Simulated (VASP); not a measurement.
Input of a VASP 6.6.1 run:

Contents of INCAR:

```
  PREC = Accurate
  ENCUT = 520
  EDIFF = 1E-6
  ISMEAR = 0
  SIGMA = 0.1
  LREAL = F
  LASPH = T
  NELM = 80
  ALGO = Normal
  ISIF = 2
  LWAVE = F
  LCHARG = F
  GGA = PE
  NBANDS = 25
```

KPOINTS

```
Automatic mesh
0
Gamma
  8 8 6
```

POSCAR

```
TePtSe3
1.0
    4.9516768145      0.0000000000      0.0000000000
    0.0000000000      4.9516768145      0.0000000000
    0.0000000000      0.0000000000      6.5999973906
Te Pt Se
1 1 3
Direct
    0.0000000000      0.0000000000      0.8771400458
    0.5000000000      0.5000000000      0.1672895368
    0.0000000000      0.0000000000      0.5115536174
    0.0000000000      0.5000000000      0.1009315700
    0.5000000000      0.0000000000      0.1009315700
```

Potentials or basis: VASP PAW PBE potentials, release 64 (Te, Pt, Se).

The run is started by

```console
$ cat potpaw_PBE.64/Te/POTCAR potpaw_PBE.64/Pt/POTCAR potpaw_PBE.64/Se/POTCAR > POTCAR
$ mpirun -np 1 vasp_std > vasp.out
```

**Question.** Estimate the pressure.

**Answer.** 0.0 GPa.

**Question.** Predict the band gap on the k mesh.

**Answer.** Zero (bands 17 and 18 overlap by 1.45 eV).

**Question.** What does it give for the largest force?

**Answer.** 0.026 eV/Å.

Forces on the atoms (eV/Å):
```
Te   0.000  0.000  0.026
Pt   0.000  0.000  0.013
Se   0.000  0.000 -0.022
Se   0.000  0.000 -0.009
Se   0.000  0.000 -0.009
```

Caveat: spin-orbit coupling is left out, which moves the levels of the heavy elements.
